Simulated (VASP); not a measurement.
# HgTe (zinc blende type) (F-43m) in VASP: further runs

Runs on HgTe (zinc blende type). Level: HSE06. Tasks: single point.

All numbers are computed with VASP 6.6.1; they aren't measurements. Logs are shortened: lines on timing, memory, paths and dates and some standing lists are left out, and cuts for length are marked.

## 1. The cell of the first run

It takes space group F-43m (No. 216, cubic). Conventional cell: a = 6.615 Å, b = 6.615 Å, c = 6.615 Å, α = 90.00°, β = 90.00°, γ = 90.00°. Hg (site symmetry -43m) has 4 Te at 2.86 Å within 3.8 Å. Within 3.8 Å of Te (site symmetry -43m) lie 4 Hg at 2.86 Å.

## 2. Single point, HSE06

Input file POSCAR:

```
HgTe
1.0
    0.0000000000      3.3076503333      3.3076503333
    3.3076503333      0.0000000000      3.3076503333
    3.3076503333      3.3076503333      0.0000000000
Hg Te
1 1
Direct
    0.0000000000      0.0000000000      0.0000000000
    0.2500000000      0.2500000000      0.2500000000
```

Input file INCAR.step1:

```
  ALGO = Normal
  EDIFF = 1E-5
  ENCUT = 520
  GGA = PE
  ISIF = 2
  ISMEAR = -1
  LASPH = T
  LCHARG = F
  LREAL = F
  LWAVE = T
  NBANDS = 16
  NELM = 80
  PREC = Accurate
  SIGMA = 0.1
```

Input file INCAR.step2:

```
  ALGO = Normal
  EDIFF = 1E-7
  ENCUT = 520
  GGA = PE
  HFSCREEN = 0.2079
  ISIF = 2
  ISMEAR = -1
  ISTART = 1
  LASPH = T
  LCHARG = F
  LHFCALC = T
  LREAL = F
  LWAVE = F
  NBANDS = 16
  NELM = 80
  PREC = Accurate
  PRECFOCK = Normal
  SIGMA = 0.1
```

Input file KPOINTS:

```
k-points
0
Gamma
  4 4 4
```

Potentials or basis: VASP PAW PBE potentials, release 64 (Hg, Te).

Started as:

```
$ cat potpaw_PBE.64/Hg/POTCAR potpaw_PBE.64/Te/POTCAR > POTCAR
$ cp INCAR.step1 INCAR
$ mpirun -np 1 vasp_std > vasp.out
$ cp INCAR.step2 INCAR
$ mpirun -np 1 vasp_std > vasp.out
```

OUTCAR:

```text
EDIFF = 1E-7
   ENCUT = 520
   GGA = PE
   HFSCREEN = 0.2079
   ISIF = 2
   ISMEAR = -1
   ISTART = 1
   LASPH = T
   LHFCALC = T
   LREAL = F
   NELM = 80
   PREC = Accurate
   PRECFOCK = Normal

 ion  position               nearest neighbor table
   1  0.000  0.000  0.000-   2 2.86   2 2.86   2 2.86   2 2.86
   2  0.250  0.250  0.250-   1 2.86   1 2.86   1 2.86   1 2.86

  LATTYP: Found a face centered cubic cell.
 ALAT       =     6.6153006666

  Lattice vectors:

 A1 = (   0.0000000000,   3.3076503333,   3.3076503333)
 A2 = (   3.3076503333,   0.0000000000,   3.3076503333)
 A3 = (   3.3076503333,   3.3076503333,   0.0000000000)

Analysis of symmetry for initial positions (statically):
=====================================================================
 Subroutine PRICEL returns:
 Original cell was already a primitive cell.

 Routine SETGRP: Setting up the symmetry group for a
 face centered cubic supercell.

 Subroutine GETGRP returns: Found 24 space group operations
 (whereof 24 operations were pure point group operations)
 out of a pool of 48 trial point group operations.

The static configuration has the point symmetry T_d .

Analysis of symmetry for dynamics (positions and initial velocities):
=====================================================================
 Subroutine PRICEL returns:
 Original cell was already a primitive cell.

 Routine SETGRP: Setting up the symmetry group for a
 face centered cubic supercell.

 Subroutine GETGRP returns: Found 24 space group operations
 (whereof 24 operations were pure point group operations)
 out of a pool of 48 trial point group operations.

The dynamic configuration has the point symmetry T_d .

 Subroutine INISYM returns: Found 24 space group operations
 (whereof 24 operations are pure point group operations),
 and found     1 'primitive' translations

----------------------------------------------------------------------------------------

                                     Primitive cell

  volume of cell :      72.3750

  direct lattice vectors                    reciprocal lattice vectors
     0.000000000  3.307650333  3.307650333    -0.151164709  0.151164709  0.151164709
     3.307650333  0.000000000  3.307650333     0.151164709 -0.151164709  0.151164709
     3.307650333  3.307650333  0.000000000     0.151164709  0.151164709 -0.151164709

  length of vectors
     4.677723961  4.677723961  4.677723961     0.261824956  0.261824956  0.261824956

  position of ions in fractional coordinates (direct lattice)
     0.000000000  0.000000000  0.000000000
     0.250000000  0.250000000  0.250000000

  ion indices of the primitive-cell ions
   primitive index   ion index
                 1           1
                 2           2

----------------------------------------------------------------------------------------

 KPOINTS: k-points

Automatic generation of k-mesh.
 Grid dimensions read from file:
 generate k-points for:    4    4    4

 Generating k-lattice:

  Cartesian coordinates                     Fractional coordinates (reciprocal lattice)
    -0.037791177  0.037791177  0.037791177     0.250000000  0.000000000  0.000000000
     0.037791177 -0.037791177  0.037791177     0.000000000  0.250000000  0.000000000
     0.037791177  0.037791177 -0.037791177     0.000000000  0.000000000  0.250000000

  Length of vectors
     0.065456239  0.065456239  0.065456239

  Shift w.r.t. Gamma in fractional coordinates (k-lattice)
     0.000000000  0.000000000  0.000000000

 Subroutine IBZKPT returns following result:
 ===========================================

 Found      8 irreducible k-points:

 Following reciprocal coordinates:
            Coordinates               Weight
  0.000000  0.000000  0.000000      1.000000
  0.250000  0.000000  0.000000      8.000000
  0.500000  0.000000  0.000000      4.000000
  0.250000  0.250000  0.000000      6.000000
  0.500000  0.250000  0.000000     24.000000
 -0.250000  0.250000  0.000000     12.000000
  0.500000  0.500000  0.000000      3.000000
 -0.250000  0.500000  0.250000      6.000000
   k-points           NKPTS =      8   k-points in BZ     NKDIM =     64   number of bands    NBANDS=     16
   number of dos      NEDOS =    301   number of ions     NIONS =      2
   total plane-waves  NPLWV =  46656
   dimension x,y,z NGX =    36 NGY =   36 NGZ =   36
   dimension x,y,z NGXF=    72 NGYF=   72 NGZF=   72
   ions per type =               1   1
   NGX,Y,Z   is equivalent  to a cutoff of  12.79, 12.79, 12.79 a.u.
   NGXF,Y,Z  is equivalent  to a cutoff of  25.59, 25.59, 25.59 a.u.
 SYSTEM =  unknown system
   PREC   = accura    normal or accurate (medium, high low for compatibility)
   ISTART =      1    job   : 0-new  1-cont  2-samecut
   ICHARG =      0    charge: 1-file 2-atom 10-const
   ISPIN  =      1    spin polarized calculation?
   LNONCOLLINEAR =      F non collinear calculations
   LSORBIT =      F    spin-orbit coupling
   LASPH  =      T    aspherical Exc in radial PAW
   ENCUT  =  520.0 eV  38.22 Ry    6.18 a.u.   8.70  8.70  8.70*2*pi/ulx,y,z
   NELM   =     80;   NELMIN=  2; NELMDL=  0     # of ELM steps
   EDIFF  = 0.1E-06   stopping-criterion for ELM
   LREAL  =      F    real-space projection
   EDIFFG = 0.1E-05   stopping-criterion for IOM
   NSW    =      0    number of steps for IOM
   IBRION =     -1    ionic relax: 0-MD 1-quasi-New 2-CG
   NFREE  =      0    steps in history (QN), initial steepest desc. (CG)
   ISIF   =      2    stress and relaxation
   ISYM   =      3    0-nonsym 1-usesym 2-fastsym
   POTIM  = 0.5000    time-step for ionic-motion
   TEBEG  =    0.0;   TEEND  =   0.0 temperature during run
   PSTRESS=    0.0 pullay stress
   NELECT =      18.0000    total number of electrons
   NUPDOWN=      -1.0000    fix difference up-down
   EMIN   =  10.00;   EMAX   =-10.00  energy-range for DOS
   EFERMI =   0.00;   METHOD = LEGACY
   ISMEAR =    -1;   SIGMA  =   0.10  broadening in eV -4-tet -1-fermi 0-gaus
   EFERMI_NEDOS =   21; number of points for ismear=-14 and -15
   IALGO  =     38    algorithm
   IMIX   =      1    mixing-type and parameters
     AMIX     =   0.40;   BMIX     =  1.00
     AMIX_MAG =   1.60;   BMIX_MAG =  1.00
  volume/ion in A,a.u.               =      36.19       244.21
  Fermi-wavevector in a.u.,A,eV,Ry     =   1.029523  1.945516 14.421056  1.059918
  Thomas-Fermi vector in A             =   2.163575
   LORBIT       =      0    0 simple, 1 ext, 2 COOP (PROOUT), +10 PAW based schemes
   GGA     = PE    functional components
   LHFCALC =     T    Hartree Fock is set to
   PRECFOCK=normal    Normal, Fast or Accurate (Low or Medium for compatibility)
   ENCUT4O =  -1.0   cutoff for four orbital integrals eV
   NKREDX  =     1    reduce k-point grid by
   NKREDY  =     1    reduce k-point grid by
   NKREDZ  =     1    reduce k-point grid by
   AEXX    =    0.2500 exact exchange contribution
   HFSCREEN=    0.2079 screening length (either q_TF or 0.3 A-1)
   HFSCREENC=   0.2079 screening length for correlation (either q_TF or 0.3 A-1)
   ENCUTFOCK=  -1.0 apply spherical cutoff to Coloumb kernel
   IVDW    =     0    specifies the selected vdW correction
   LEPSILON=     F    determine dielectric tensor
   LRPA    =     F    only Hartree local field effects (RPA)
 non-spin polarized calculation
  energy-cutoff  :      520.00
  volume of cell :       72.38
 maximum number of plane-waves:      1964
 NGX is ok and might be reduce to    36
  NGX = 28; NGY = 28; NGZ = 28

 number of electron      17.9999999 magnetization

 Free energy of the ion-electron system (eV)
  ---------------------------------------------------
  ext. energy  EPLUGINS =         0.00000000
  ---------------------------------------------------
  free energy    TOTEN  =        -4.67197843 eV

  energy without entropy =       -4.66487302  energy(sigma->0) =       -4.66842573

 E-fermi :   2.0283     XC(G=0):  -7.0396

 val. band max:        1.9489071412   @ k =   0.0000   0.0000   0.0000
 cond. band min:       3.2945288360   @ k =   0.5000   0.0000   0.0000
 fundamental gap:      1.3456216947
 Fermi energy:         2.0282551555

 k-point     1 :       0.0000    0.0000    0.0000
  band No.  band energies     occupation
      1     -10.5711      2.00000
      2      -6.1390      2.00000
      3      -6.1390      2.00000
      4      -6.1390      2.00000
      5      -5.6873      2.00000
      6      -5.6873      2.00000
[... 8 lines left out ...]
     15      12.3214      0.00000
     16      12.3214      0.00000

 k-point     2 :       0.2500    0.0000    0.0000
  band No.  band energies     occupation
      1     -10.3137      2.00000
      2      -6.0791      2.00000
      3      -6.0791      2.00000
      4      -5.9454      2.00000
      5      -5.6878      2.00000
      6      -5.6878      2.00000
[... 8 lines left out ...]
     15      11.3080      0.00000
     16      11.3080      0.00000

 k-point     3 :       0.5000    0.0000    0.0000
  band No.  band energies     occupation
      1     -10.0372      2.00000
      2      -6.0315      2.00000
      3      -6.0315      2.00000
      4      -5.6712      2.00000
      5      -5.6712      2.00000
      6      -5.3725      2.00000
[... 8 lines left out ...]
     15      12.9067      0.00000
     16      12.9067      0.00000

 k-point     4 :       0.2500    0.2500    0.0000
  band No.  band energies     occupation
      1     -10.2265      2.00000
      2      -6.0078      2.00000
      3      -6.0078      2.00000
      4      -6.0058      2.00000
      5      -5.6996      2.00000
      6      -5.6621      2.00000
[... 8 lines left out ...]
     15      12.6724      0.00000
     16      12.8644      0.00000

 k-point     5 :       0.5000    0.2500    0.0000
  band No.  band energies     occupation
      1      -9.9490      2.00000
      2      -5.9822      2.00000
      3      -5.9412      2.00000
      4      -5.7709      2.00000
      5      -5.6604      2.00000
      6      -5.3526      2.00000
[... 8 lines left out ...]
     15      13.1379      0.00000
     16      13.4762      0.00000

 k-point     6 :      -0.2500    0.2500    0.0000
  band No.  band energies     occupation
      1     -10.0421      2.00000
      2      -6.0045      2.00000
      3      -5.9996      2.00000
      4      -5.7187      2.00000
      5      -5.7008      2.00000
      6      -5.5340      2.00000
[... 8 lines left out ...]
     15      12.1713      0.00000
     16      13.4037      0.00000

 k-point     7 :       0.5000    0.5000    0.0000
  band No.  band energies     occupation
      1      -9.8546      2.00000
      2      -5.9151      2.00000
      3      -5.8536      2.00000
      4      -5.8536      2.00000
      5      -5.6366      2.00000
      6      -5.2349      2.00000
[... 8 lines left out ...]
     15      13.1996      0.00000
     16      14.2180      0.00000

 k-point     8 :      -0.2500    0.5000    0.2500
  band No.  band energies     occupation
      1      -9.8563      2.00000
      2      -5.9303      2.00000
      3      -5.9156      2.00000
      4      -5.7327      2.00000
      5      -5.7014      2.00000
      6      -5.1081      2.00000
[... 8 lines left out ...]
     15      13.8057      0.00000
     16      13.8920      0.00000

------------------------ aborting loop because EDIFF is reached ----------------------------------------

  FORCE on cell =-STRESS in cart. coord.  units (eV):
  Direction    XX          YY          ZZ          XY          YZ          ZX
  --------------------------------------------------------------------------------------
  -------------------------------------------------------------------------------------
  Total       -0.2600512     -0.2600512     -0.2600512     -0.0000000      0.0000000     -0.0000000
  in kB       -5.7567929     -5.7567929     -5.7567929     -0.0000000      0.0000000     -0.0000000
  external PRESSURE =      -5.7567929 kB  Pullay stress =       0.0000000 kB

 VOLUME and BASIS-vectors are now :
 -----------------------------------------------------------------------------
  energy-cutoff  :      520.00
  volume of cell :       72.38
      direct lattice vectors                 reciprocal lattice vectors
     0.000000000  3.307650333  3.307650333    -0.151164709  0.151164709  0.151164709
     3.307650333  0.000000000  3.307650333     0.151164709 -0.151164709  0.151164709
     3.307650333  3.307650333  0.000000000     0.151164709  0.151164709 -0.151164709

 POSITION                                       TOTAL-FORCE (eV/Angst)
 -----------------------------------------------------------------------------------
      0.00000      0.00000      0.00000        -0.000000     -0.000000     -0.000000
      1.65383      1.65383      1.65383         0.000000      0.000000      0.000000
 -----------------------------------------------------------------------------------
    total drift:                               -0.000037     -0.000029     -0.000035

  FREE ENERGIE OF THE ION-ELECTRON SYSTEM (eV)
  ---------------------------------------------------
  free  energy   TOTEN  =        -4.6719784329 eV

  energy  without entropy=       -4.6648730182  energy(sigma->0) =       -4.66842573
```

It took 11 min on 1 thread of Intel Xeon Platinum 8259CL at 2.50GHz (Skylake/Cascade Lake), shared host; peak memory 0.32 GiB.

Results:

```
Free energy            : -4.6720 eV
Pressure               : -0.6 GPa
Band gap on the k mesh : zero (filled and empty bands touch)
```

Levels at points of the mesh, in eV from the Fermi level:
```tsv
k point	band 5	band 6	band 7	band 8	band 9	band 10	band 11	band 12	band 13	band 14
(0.00, 0.00, 0.00)	-7.72	-7.72	-0.38	-0.08	-0.08	-0.08	5.03	5.03	5.03	7.30
(0.50, 0.00, 0.00)	-7.70	-7.40	-5.49	-1.02	-1.02	1.27	5.80	5.80	7.60	8.64
(0.50, 0.50, 0.00)	-7.66	-7.26	-5.53	-2.24	-2.24	2.52	3.17	8.89	9.63	9.63
```

Caveat: the k points lie up to 0.41 Å⁻¹ apart; the PAW data sets were made with another functional, which shifts forces and pressure a little; spin-orbit coupling is left out, which moves the levels of the heavy elements.

## 3. Single point, HSE06

This run uses another cell than the first one, of 37.30 Å³/atom.

Input file POSCAR:

```
HgTe
1.0
    0.0000000000      3.3410632042      3.3410632042
    3.3410632042      0.0000000000      3.3410632042
    3.3410632042      3.3410632042      0.0000000000
Hg Te
1 1
Direct
    0.0000000000      0.0000000000      0.0000000000
    0.2500000000      0.2500000000      0.2500000000
```

Input file INCAR.step1:

```
  PREC = Accurate
  ENCUT = 520
  EDIFF = 1E-5
  ISMEAR = -1
  SIGMA = 0.1
  LREAL = F
  LASPH = T
  NELM = 100
  ALGO = Normal
  ISIF = 2
  LWAVE = T
  LCHARG = F
  GGA = PE
  NBANDS = 16
```

Input file INCAR.step2:

```
  PREC = Accurate
  ENCUT = 520
  EDIFF = 1E-6
  ISMEAR = -1
  SIGMA = 0.1
  LREAL = F
  LASPH = T
  NELM = 100
  ALGO = Normal
  ISIF = 2
  LWAVE = F
  LCHARG = F
  GGA = PE
  LHFCALC = T
  HFSCREEN = 0.2079
  PRECFOCK = Normal
  ISTART = 1
  NBANDS = 16
```

Input file KPOINTS:

```
Automatic mesh
0
Gamma
  4 4 4
```

Potentials or basis: VASP PAW PBE potentials, release 64 (Hg, Te).

Started as:

```
$ cat potpaw_PBE.64/Hg/POTCAR potpaw_PBE.64/Te/POTCAR > POTCAR
$ cp INCAR.step1 INCAR
$ mpirun -np 1 vasp_std > vasp.out
$ cp INCAR.step2 INCAR
$ mpirun -np 1 vasp_std > vasp.out
```

Run time: 11 min. Hardware: 1 thread of Intel Xeon Platinum 8259CL at 2.50GHz (Skylake/Cascade Lake), shared host; peak memory 0.32 GiB.

It converged, with:

```
Free energy            : -4.6573 eV
Pressure               : -1.6 GPa
Band gap on the k mesh : zero (filled and empty bands touch)
```

Levels at points of the mesh, in eV from the Fermi level:
| k point | band 6 | band 7 | band 8 | band 9 | band 10 | band 11 | band 12 | band 13 |
| --- | --- | --- | --- | --- | --- | --- | --- | --- |
| (0.00, 0.00, 0.00) | -7.61 | -0.46 | -0.08 | -0.08 | -0.08 | 5.07 | 5.07 | 5.07 |
| (0.50, 0.00, 0.00) | -7.31 | -5.30 | -0.96 | -0.96 | 1.25 | 5.82 | 5.82 | 7.55 |
| (0.50, 0.50, 0.00) | -7.19 | -5.36 | -2.11 | -2.11 | 2.51 | 3.24 | 8.77 | 9.49 |

Caveat: the k points lie up to 0.41 Å⁻¹ apart; the PAW data sets were made with another functional, which shifts forces and pressure a little; spin-orbit coupling is left out, which moves the levels of the heavy elements.

The gap in the log of VASP goes by the Fermi energy; the results here count the filled bands.